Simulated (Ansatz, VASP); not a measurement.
## Au in VASP and in Ansatz

```xyz
1
Lattice="-1.6573 1.6573 1.6573 1.6573 -1.6573 1.6573 1.6573 1.6573 -1.6573" Properties=species:S:1:pos:R:3 pbc="T T T"
Au    0.0000    0.0000    0.0000
```

Alike in both runs: task single point; functional PBE; k mesh 11 × 11 × 11; occupations gaussian, width 0.015 eV; no spin polarisation.

|  | VASP | Ansatz |
| --- | --- | --- |
| version | VASP 6.6.1 | Ansatz 0.2.0 |
| potentials or method | VASP PAW PBE potentials, release 64 (Au) | Ansatz PAW |
| plane-wave cutoff (eV) | 500 | 420 |
| valence electrons in the cell | 11 | 19 |

Ansatz gave:

* gap on the k mesh at the Fermi level (eV): none
* pressure (GPa): -0.9

Task: Which values does VASP return?

Result: gap on the k mesh at the Fermi level (eV): none; pressure (GPa): -1.1.

A gap of «none» marks a metal or a gap that the smearing closes. With one functional, cell and mesh, what is left measures potentials, basis and numerics. VASP's potentials hold 11 valence electrons a cell and Ansatz's 19, so a difference there can come from the potentials and not from the codes.

Neither program's run includes spin-orbit coupling.
